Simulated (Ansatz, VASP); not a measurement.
# SnSe2: VASP beside Ansatz

File INCAR:

```
ALGO = Normal ; EDIFF = 1E-6
ENCUT = 500 ; GGA = PE
GGA_COMPAT = False ; ISIF = 2
ISMEAR = 0 ; IVDW = 12
LASPH = True ; LCHARG = False
LREAL = False ; LWAVE = False
NBANDS = 20 ; NELM = 120
PREC = Accurate ; SIGMA = 0.03
```

KPOINTS

```
k-points
0
Gamma
  12 12 6
```

POSCAR

```
SnSe2
1.0
    3.7920000000      0.0000000000      0.0000000000
   -1.8960000000      3.2839683311      0.0000000000
    0.0000000000      0.0000000000      6.0099097605
Sn Se
1 2
Direct
    0.0000000000      0.0000000000      0.0000000000
    0.3333333333      0.6666666667      0.2651331237
    0.6666666667      0.3333333333      0.7348668763
```

Input for Ansatz:

```yaml
crystal:
  lattice:
    - [3.792, 0.0, 0.0]
    - [-1.896, 3.2839683311, 0.0]
    - [0.0, 0.0, 6.0099097605]
  atoms:
    - { symbol: Sn, position: [0.0, 0.0, 0.0] }
    - { symbol: Se, position: [0.3333333333, 0.6666666667, 0.2651331237] }
    - { symbol: Se, position: [0.6666666667, 0.3333333333, 0.7348668763] }
basis:
  ecutwfc: 420
kpoints:
  mp_grid: { grid: [12, 12, 6] }
hamiltonian:
  xc: pbe
  dispersion: d3bj
scf:
  occupations: { method: gaussian, width: 0.03 }
output:
  forces: true
  stress: true
  eigenvalues: true
```

Alike in both runs: task single point; functional PBE; dispersion D3(BJ); k mesh 12 × 12 × 6; occupations gaussian, width 0.03 eV; no spin polarisation.

```csv
,VASP,Ansatz
version,VASP 6.6.1,Ansatz 0.2.0
potentials or method,"VASP PAW PBE potentials, release 64 (Sn_d, Se), cutoff 500 eV","scalar-relativistic, plane waves, PAW"
valence electrons in the cell,26,46
```

|  | VASP | Ansatz | Ansatz less VASP |
| --- | --- | --- | --- |
| gap on the k mesh at the Fermi level (eV) | 0.40 | 0.41 | +0.005 |
| least direct gap on the mesh (eV) | 1.04 | 1.05 | +0.012 |
| pressure (GPa) | 1.9 | 1.8 | -0.08 |
| traceless stress, the component that is largest in VASP (GPa) | -0.50 | -0.52 | -0.013 |
| rms of the force components (eV/Å) | 0.071 | 0.063 | -0.0071 |

Atom by atom the forces differ by 0.007 eV/Å (rms over components). VASP's potentials hold 26 valence electrons a cell and Ansatz's 46, so a difference there can come from the potentials and not from the codes.
